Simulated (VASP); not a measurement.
A run of VASP 6.6.1 is set up as follows.

POSCAR

```
CdSe
1.0
    4.3407236660      0.0000000000      0.0000000000
   -2.1703618330      3.7591769656      0.0000000000
    0.0000000000      0.0000000000      7.2181788987
Cd Se
2 2
Direct
    0.3333333333      0.6666666667      0.0015566775
    0.6666666667      0.3333333333      0.5015566775
    0.3333333333      0.6666666667      0.3734433225
    0.6666666667      0.3333333333      0.8734433225
```

File INCAR.step1:

```
PREC = Accurate
ENCUT = 520
ISMEAR = 0
SIGMA = 0.01
LREAL = False
LASPH = True
NELM = 100
NBANDS = 26
GGA = PE
ALGO = Normal
EDIFF = 1E-4
LWAVE = True
LCHARG = False
```

INCAR.step2

```
PREC = Accurate
ENCUT = 520
EDIFF = 1E-6
ISMEAR = 0
SIGMA = 0.01
LREAL = False
LASPH = True
NELM = 100
ALGO = Normal
ISIF = 2
LWAVE = False
LCHARG = False
METAGGA = R2SCAN
LMIXTAU = True
NBANDS = 26
ISTART = 1
```

KPOINTS

```
regular mesh
0
Gamma
  12 12 4
```

Potentials or basis: VASP PAW PBE potentials, release 64 (Cd, Se).

The run is started by

```console
$ cat potpaw_PBE.64/Cd/POTCAR potpaw_PBE.64/Se/POTCAR > POTCAR
$ cp INCAR.step1 INCAR
$ mpirun -np 1 vasp_std > vasp.out
$ cp INCAR.step2 INCAR
$ mpirun -np 1 vasp_std > vasp.out
```

(1) Estimate the band gap on the k mesh.

(2) What does it give for the pressure?

## Answers

(1) 1.01 eV, direct.

(2) -0.8 GPa.

Caveat: the cell differs from its parent crystal (uniaxial z strain +2.0%); the PAW data sets were made with another functional, which shifts forces and pressure a little.
